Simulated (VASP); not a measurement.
Wanted: the native input for a VASP 6.6.1 run.

```
Task                   : relaxation of cell and atoms
Functional             : PBE
Potentials or basis    : VASP PAW PBE potentials, release 64 (Ba_sv, Te)
Cutoff                 : 600 eV
k mesh                 : 6 × 6 × 6
Occupations            : fermi-dirac, width 0.02 eV
Spin                   : no spin polarisation
Dipole correction      : no
Further INCAR settings : ALGO = Normal; EDIFF = 1e-06; IBRION = 2; EDIFFG = -0.005; NSW = 80; ISIF = 3
```

The structure of BaTe lies in POSCAR:

```
BaTe
1.0
    0.0000000000      3.4100000000      3.4100000000
    3.4100000000      0.0000000000      3.4100000000
    3.4100000000      3.4100000000      0.0000000000
Ba Te
1 1
Direct
    0.0000000000      0.0000000000      0.0000000000
    0.5000000000      0.5000000000      0.5000000000
```

These files were run (other wordings do the same):

INCAR

```
SYSTEM = BaTe
PREC = Accurate ; ENCUT = 600
EDIFF = 1E-6 ; ISMEAR = -1
SIGMA = 0.02 ; LREAL = .FALSE.
LASPH = .TRUE. ; NELM = 100
ALGO = Normal ; ISIF = 3
LWAVE = .FALSE. ; LCHARG = .FALSE.
GGA = PE ; IBRION = 2
NSW = 80 ; EDIFFG = -0.005
```

KPOINTS

```
Automatic mesh
0
G
  6 6 6
  0 0 0
```

Potentials or basis: VASP PAW PBE potentials, release 64 (Ba_sv, Te).

The run is started by

```bash
$ cat potpaw_PBE.64/Ba_sv/POTCAR potpaw_PBE.64/Te/POTCAR > POTCAR
$ mpirun -np 1 vasp_std > vasp.out
```

It gave:

| Item | Value |
| --- | --- |
| Relaxed volume | 44.55 Å³/atom |
| Relaxed cell | a = 5.014 Å, b = 5.014 Å, c = 5.014 Å, α = 60.00°, β = 60.00°, γ = 60.00° |
| Space group after relaxing (to 0.05 Å) | Fm-3m (No. 225) |
| Energy gained by relaxing | 58.3 meV/atom |
| Ionic steps | 5 |
| Pressure after relaxing | 0.0 GPa |
| Band gap on the k mesh | 1.60 eV, indirect (least direct gap 1.98 eV) |

Caveat: spin-orbit coupling is left out, which moves the levels of the heavy elements; the volume moved by +12 % from the deposited cell, more than functionals usually miss.

Wall time 72 s on 1 thread of Intel(R) Xeon(R) Platinum 8259CL CPU @ 2.50GHz (Skylake/Cascade Lake), with other jobs on the host, peak memory 0.24 GiB.
